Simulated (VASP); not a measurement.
# Pt (Fm-3m) in VASP: settings compared

Aim: see how the results for Pt move with the level of theory and the settings. Levels: PBEsol, PBE, r2SCAN, LDA. Tasks: electric field gradients.

Everything below comes from runs of VASP 6.6.1. Logs are shortened: lines on timing, memory, paths and dates and some standing lists are left out, and cuts for length are marked.

**1. The cell of the first run**

Symmetry: Fm-3m, No. 225, cubic system. Conventional cell: a = 3.943 Å, b = 3.943 Å, c = 3.943 Å, α = 90.00°, β = 90.00°, γ = 90.00°. Pt (site symmetry m-3m) has 12 Pt at 2.79 Å within 3.7 Å.

**2. Electric field gradients, PBEsol**

INCAR

```
SYSTEM = Pt
ALGO = Normal
EDIFF = 1E-8
ENCUT = 520
GGA = PS
ISIF = 2
ISMEAR = -1
LASPH = .True.
LCHARG = .False.
LEFG = .True.
LREAL = .False.
LWAVE = .False.
NBANDS = 11
NELM = 100
PREC = Accurate
SIGMA = 0.05
```

KPOINTS

```
k-points
0
Gamma
  16 16 16
  0 0 0
```

POSCAR

```
Pt
1.0
    0.0000000000      1.9715751809      1.9715751809
    1.9715751809      0.0000000000      1.9715751809
    1.9715751809      1.9715751809      0.0000000000
Pt
1
Direct
    0.0000000000      0.0000000000      0.0000000000
```

Potentials or basis: VASP PAW PBE potentials, release 64 (Pt).

Command:

```bash
$ cat potpaw_PBE.64/Pt/POTCAR > POTCAR
$ mpirun -np 1 vasp_std > vasp.out
```

OUTCAR:

```text
SYSTEM = Pt
   EDIFF = 1E-8
   ENCUT = 520
   GGA = PS
   ISIF = 2
   ISMEAR = -1
   LASPH = .True.
   LREAL = .False.
   NELM = 100
   PREC = Accurate

 ion  position               nearest neighbor table
   1  0.000  0.000  0.000-

  LATTYP: Found a face centered cubic cell.
 ALAT       =     3.9431503618

  Lattice vectors:

 A1 = (   0.0000000000,   1.9715751809,   1.9715751809)
 A2 = (   1.9715751809,   0.0000000000,   1.9715751809)
 A3 = (   1.9715751809,   1.9715751809,   0.0000000000)

Analysis of symmetry for initial positions (statically):
=====================================================================
 Subroutine PRICEL returns:
 Original cell was already a primitive cell.

 Routine SETGRP: Setting up the symmetry group for a
 face centered cubic supercell.

 Subroutine GETGRP returns: Found 48 space group operations
 (whereof 48 operations were pure point group operations)
 out of a pool of 48 trial point group operations.

The static configuration has the point symmetry O_h .

Analysis of symmetry for dynamics (positions and initial velocities):
=====================================================================
 Subroutine PRICEL returns:
 Original cell was already a primitive cell.

 Routine SETGRP: Setting up the symmetry group for a
 face centered cubic supercell.

 Subroutine GETGRP returns: Found 48 space group operations
 (whereof 48 operations were pure point group operations)
 out of a pool of 48 trial point group operations.

The dynamic configuration has the point symmetry O_h .

 Subroutine INISYM returns: Found 48 space group operations
 (whereof 48 operations are pure point group operations),
 and found     1 'primitive' translations

----------------------------------------------------------------------------------------

                                     Primitive cell

  volume of cell :      15.3275

  direct lattice vectors                    reciprocal lattice vectors
     0.000000000  1.971575181  1.971575181    -0.253604329  0.253604329  0.253604329
     1.971575181  0.000000000  1.971575181     0.253604329 -0.253604329  0.253604329
     1.971575181  1.971575181  0.000000000     0.253604329  0.253604329 -0.253604329

  length of vectors
     2.788228360  2.788228360  2.788228360     0.439255582  0.439255582  0.439255582

  position of ions in fractional coordinates (direct lattice)
     0.000000000  0.000000000  0.000000000

  ion indices of the primitive-cell ions
   primitive index   ion index
                 1           1

----------------------------------------------------------------------------------------

 KPOINTS: k-points

Automatic generation of k-mesh.
 Grid dimensions read from file:
 generate k-points for:   16   16   16

 Generating k-lattice:

  Cartesian coordinates                     Fractional coordinates (reciprocal lattice)
    -0.015850271  0.015850271  0.015850271     0.062500000  0.000000000  0.000000000
     0.015850271 -0.015850271  0.015850271     0.000000000  0.062500000  0.000000000
     0.015850271  0.015850271 -0.015850271     0.000000000  0.000000000  0.062500000

  Length of vectors
     0.027453474  0.027453474  0.027453474

  Shift w.r.t. Gamma in fractional coordinates (k-lattice)
     0.000000000  0.000000000  0.000000000

 Subroutine IBZKPT returns following result:
 ===========================================

 Found    145 irreducible k-points:

 Following reciprocal coordinates:
            Coordinates               Weight
  0.000000  0.000000  0.000000      1.000000
  0.062500  0.000000  0.000000      8.000000
  0.125000  0.000000  0.000000      8.000000
  0.187500  0.000000  0.000000      8.000000
  0.250000  0.000000  0.000000      8.000000
  0.312500  0.000000  0.000000      8.000000
[... 16 lines left out ...]
 -0.125000  0.062500  0.000000     24.000000
 -0.062500  0.062500  0.000000     12.000000
 [... further k-points ...]
   k-points           NKPTS =    145   k-points in BZ     NKDIM =    145   number of bands    NBANDS=     11
   number of dos      NEDOS =    301   number of ions     NIONS =      1
   total plane-waves  NPLWV =  13824
   dimension x,y,z NGX =    24 NGY =   24 NGZ =   24
   dimension x,y,z NGXF=    48 NGYF=   48 NGZF=   48
   ions per type =               1
   NGX,Y,Z   is equivalent  to a cutoff of  14.31, 14.31, 14.31 a.u.
   NGXF,Y,Z  is equivalent  to a cutoff of  28.62, 28.62, 28.62 a.u.
 SYSTEM =  Pt
   PREC   = accura    normal or accurate (medium, high low for compatibility)
   ISTART =      0    job   : 0-new  1-cont  2-samecut
   ICHARG =      2    charge: 1-file 2-atom 10-const
   ISPIN  =      1    spin polarized calculation?
   LNONCOLLINEAR =      F non collinear calculations
   LSORBIT =      F    spin-orbit coupling
   LASPH  =      T    aspherical Exc in radial PAW
   ENCUT  =  520.0 eV  38.22 Ry    6.18 a.u.   5.18  5.18  5.18*2*pi/ulx,y,z
   NELM   =    100;   NELMIN=  2; NELMDL= -5     # of ELM steps
   EDIFF  = 0.1E-07   stopping-criterion for ELM
   LREAL  =      F    real-space projection
   EDIFFG = 0.1E-06   stopping-criterion for IOM
   NSW    =      0    number of steps for IOM
   IBRION =     -1    ionic relax: 0-MD 1-quasi-New 2-CG
   NFREE  =      0    steps in history (QN), initial steepest desc. (CG)
   ISIF   =      2    stress and relaxation
   ISYM   =      2    0-nonsym 1-usesym 2-fastsym
   POTIM  = 0.5000    time-step for ionic-motion
   TEBEG  =    0.0;   TEEND  =   0.0 temperature during run
   PSTRESS=    0.0 pullay stress
   NELECT =      10.0000    total number of electrons
   NUPDOWN=      -1.0000    fix difference up-down
   EMIN   =  10.00;   EMAX   =-10.00  energy-range for DOS
   EFERMI =   0.00;   METHOD = LEGACY
   ISMEAR =    -1;   SIGMA  =   0.05  broadening in eV -4-tet -1-fermi 0-gaus
   EFERMI_NEDOS =   21; number of points for ismear=-14 and -15
   IALGO  =     38    algorithm
   IMIX   =      4    mixing-type and parameters
     AMIX     =   0.40;   BMIX     =  1.00
     AMIX_MAG =   1.60;   BMIX_MAG =  1.00
  volume/ion in A,a.u.               =      15.33       103.43
  Fermi-wavevector in a.u.,A,eV,Ry     =   1.419880  2.683183 27.430132  2.016058
  Thomas-Fermi vector in A             =   2.540854
   LORBIT       =      0    0 simple, 1 ext, 2 COOP (PROOUT), +10 PAW based schemes
   GGA     = PS    functional components
   LHFCALC =     F    Hartree Fock is set to
   AEXX    =    0.0000 exact exchange contribution
   IVDW    =     0    specifies the selected vdW correction
   LEPSILON=     F    determine dielectric tensor
   LRPA    =     F    only Hartree local field effects (RPA)
 non-spin polarized calculation
  energy-cutoff  :      520.00
  volume of cell :       15.33
 maximum number of plane-waves:       428
 NGX is ok and might be reduce to    24
   NGX = 11   NGY = 11   NGZ = 11

 number of electron      10.0000001 magnetization

 Free energy of the ion-electron system (eV)
  ---------------------------------------------------
  ext. energy  EPLUGINS =         0.00000000
  ---------------------------------------------------
  free energy    TOTEN  =        -6.96535541 eV

  energy without entropy =       -6.94787874  energy(sigma->0) =       -6.95661707

 E-fermi :  10.7664     XC(G=0): -13.5331

 val. band max:       10.7528827284   @ k =  -0.4375   0.1250   0.0625
 cond. band min:      10.7832045102   @ k =  -0.4375   0.3125   0.0000
 fundamental gap:      0.0303217818
 Fermi energy:        10.7664280939

 k-point     1 :       0.0000    0.0000    0.0000
  band No.  band energies     occupation
      1       0.6729      2.00000
      2       7.0762      2.00000
      3       7.0762      2.00000
      4       7.0762      2.00000
      5       9.1976      2.00000
      6       9.1976      2.00000
      7      25.4548      0.00000
      8      30.3207      0.00000
      9      30.3207      0.00000
     10      30.3207      0.00000
     11      35.5618      0.00000

 k-point     2 :       0.0625    0.0000    0.0000
  band No.  band energies     occupation
      1       0.8278      2.00000
      2       7.0075      2.00000
      3       7.1375      2.00000
      4       7.1375      2.00000
      5       9.1635      2.00000
      6       9.1635      2.00000
      7      25.6934      0.00000
      8      29.4946      0.00000
      9      30.5561      0.00000
     10      30.5561      0.00000
     11      36.4516      0.00000

 k-point     3 :       0.1250    0.0000    0.0000
  band No.  band energies     occupation
      1       1.2747      2.00000
      2       6.8387      2.00000
      3       7.2911      2.00000
      4       7.2911      2.00000
      5       9.0994      2.00000
      6       9.0994      2.00000
      7      26.3199      0.00000
      8      27.8477      0.00000
      9      31.2332      0.00000
     10      31.2332      0.00000
     11      36.7564      0.00000

 k-point     4 :       0.1875    0.0000    0.0000
  band No.  band energies     occupation
      1       1.9492      2.00000
      2       6.6798      2.00000
      3       7.4358      2.00000
      4       7.4358      2.00000
      5       9.1229      2.00000
      6       9.1229      2.00000
      7      25.9741      0.00000
      8      27.0253      0.00000
      9      32.2513      0.00000
     10      32.2513      0.00000
     11      34.8723      0.00000
[... 239 lines left out ...]
 k-point    22 :      -0.1875    0.0625    0.0000
  band No.  band energies     occupation
      1       2.3312      2.00000
      2       6.5485      2.00000
      3       7.4888      2.00000
      4       7.5483      2.00000
      5       8.8466      2.00000
      6       9.5224      2.00000
      7      25.4021      0.00000
      8      27.3091      0.00000
      9      31.2482      0.00000
     10      33.4045      0.00000
     11      33.6567      0.00000

 k-point    23 :      -0.1250    0.0625    0.0000
  band No.  band energies     occupation
      1       1.6100      2.00000
      2       6.6852      2.00000
      3       7.4038      2.00000
      4       7.4244      2.00000
      5       8.8519      2.00000
      6       9.3003      2.00000
      7      26.7410      0.00000
      8      27.2449      0.00000
      9      30.6460      0.00000
     10      32.2644      0.00000
     11      35.4436      0.00000

 k-point    24 :      -0.0625    0.0625    0.0000
  band No.  band energies     occupation
      1       1.0809      2.00000
      2       6.8805      2.00000
      3       7.2228      2.00000
      4       7.2658      2.00000
      5       9.0099      2.00000
      6       9.2239      2.00000
      7      26.0682      0.00000
      8      28.7137      0.00000
      9      30.3678      0.00000
     10      31.2050      0.00000
     11      37.1980      0.00000

 [... further k-points ...]

------------------------ aborting loop because EDIFF is reached ----------------------------------------

  FORCE on cell =-STRESS in cart. coord.  units (eV):
  Direction    XX          YY          ZZ          XY          YZ          ZX
  --------------------------------------------------------------------------------------
  -------------------------------------------------------------------------------------
  Total       -0.5409456     -0.5409456     -0.5409456     -0.0000000      0.0000000     -0.0000000
  in kB      -56.5449905    -56.5449905    -56.5449905     -0.0000000      0.0000000     -0.0000000
  external PRESSURE =     -56.5449905 kB  Pullay stress =       0.0000000 kB

 VOLUME and BASIS-vectors are now :
 -----------------------------------------------------------------------------
  energy-cutoff  :      520.00
  volume of cell :       15.33
      direct lattice vectors                 reciprocal lattice vectors
     0.000000000  1.971575181  1.971575181    -0.253604329  0.253604329  0.253604329
     1.971575181  0.000000000  1.971575181     0.253604329 -0.253604329  0.253604329
     1.971575181  1.971575181  0.000000000     0.253604329  0.253604329 -0.253604329

 POSITION                                       TOTAL-FORCE (eV/Angst)
 -----------------------------------------------------------------------------------
      0.00000      0.00000      0.00000         0.000000      0.000000      0.000000
 -----------------------------------------------------------------------------------
    total drift:                                0.000000      0.000000     -0.000000

  FREE ENERGIE OF THE ION-ELECTRON SYSTEM (eV)
  ---------------------------------------------------
  free  energy   TOTEN  =        -6.9653554104 eV

  energy  without entropy=       -6.9478787356  energy(sigma->0) =       -6.95661707

 Electric field gradients (V/A^2)
---------------------------------------------------------------------
 ion       V_xx      V_yy      V_zz      V_xy      V_xz      V_yz
---------------------------------------------------------------------
   1       0.000    -0.000    -0.000     0.000     0.000     0.000
---------------------------------------------------------------------

 Electric field gradients after diagonalization (V/A^2)
 (convention: |V_zz| > |V_xx| > |V_yy|)
----------------------------------------------------------------------
 ion       V_xx      V_yy      V_zz     asymmetry (V_yy - V_xx)/ V_zz
----------------------------------------------------------------------
   1      -0.000    -0.000     0.000       0.000
----------------------------------------------------------------------

           NMR quadrupolar parameters

 Cq : quadrupolar parameter    Cq=e*Q*V_zz/h
 eta: asymmetry parameters     (V_yy - V_xx)/ V_zz
 Q  : nuclear electric quadrupole moment in mb (millibarn)
----------------------------------------------------------------------
 ion       Cq(MHz)       eta       Q (mb)
----------------------------------------------------------------------
   1       0.000       0.000       1.000
----------------------------------------------------------------------
```

Run time: 19 s. Hardware: 1 thread of Intel Xeon 8259CL, shared host; peak memory 0.16 GiB.

What came out:

| Item | Value |
| --- | --- |
| Free energy | -6.9654 eV |
| Pressure | -5.7 GPa |
| Band gap on the k mesh | zero (bands 5 and 6 overlap by 2.16 eV) |
| Largest electric field gradient by atom | zero within the noise of the run |

Caveat: the cell stands under tension; the PAW data sets were made with another functional, which shifts forces and pressure a little; spin-orbit coupling is left out, which moves the levels of the heavy elements.

(Part 1 of 3 ends here.)
